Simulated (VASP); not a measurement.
Set up this calculation in VASP 6.6.1, as the native input.

- Task: single point
- Functional: r2SCAN
- Potentials or basis: VASP PAW PBE potentials, release 64 (Cu)
- Cutoff: 520 eV
- k mesh: 20 × 20 × 20
- Occupations: gaussian, width 0.1 eV
- Spin: no spin polarisation
- Dipole correction: no
- Further INCAR settings: ALGO = Normal; EDIFF = 1e-06; NBANDS = 12

Crystal: Cu.

```xyz
1
Lattice="0.0000 1.7883 1.7883 1.7883 0.0000 1.7883 1.7883 1.7883 0.0000" Properties=species:S:1:pos:R:3 pbc="T T T"
Cu    0.0000    0.0000    0.0000
```

These files were run (other wordings do the same):

POSCAR

```
Cu
1.0
    0.0000000000      1.7883311163      1.7883311163
    1.7883311163      0.0000000000      1.7883311163
    1.7883311163      1.7883311163      0.0000000000
Cu
1
Direct
    0.0000000000      0.0000000000      0.0000000000
```

INCAR.step1

```
ALGO = Normal ; EDIFF = 1E-4
ENCUT = 520 ; GGA = PE
ISMEAR = 0 ; LASPH = True
LCHARG = False ; LREAL = False
LWAVE = True ; NBANDS = 12
NELM = 80 ; PREC = Accurate
SIGMA = 0.1
```

INCAR.step2

```
ALGO = Normal ; EDIFF = 1E-6
ENCUT = 520 ; ISIF = 2
ISMEAR = 0 ; ISTART = 1
LASPH = True ; LCHARG = False
LMIXTAU = True ; LREAL = False
LWAVE = False ; METAGGA = R2SCAN
NBANDS = 12 ; NELM = 80
PREC = Accurate ; SIGMA = 0.1
```

KPOINTS

```
k-points
0
Gamma
  20 20 20
```

Potentials or basis: VASP PAW PBE potentials, release 64 (Cu).

Command:

```sh
$ cat potpaw_PBE.64/Cu/POTCAR > POTCAR
$ cp INCAR.step1 INCAR
$ mpirun -np 1 vasp_std > vasp.out
$ cp INCAR.step2 INCAR
$ mpirun -np 1 vasp_std > vasp.out
```

It gave:

The pressure is 0.5 GPa.

Caveat: the PAW data sets were made with another functional, which shifts forces and pressure a little.

Run time: 110 s on 1 thread of Intel(R) Xeon(R) Platinum 8375C CPU @ 2.90GHz (Ice Lake), with other jobs on the host, peak memory 0.15 GiB.
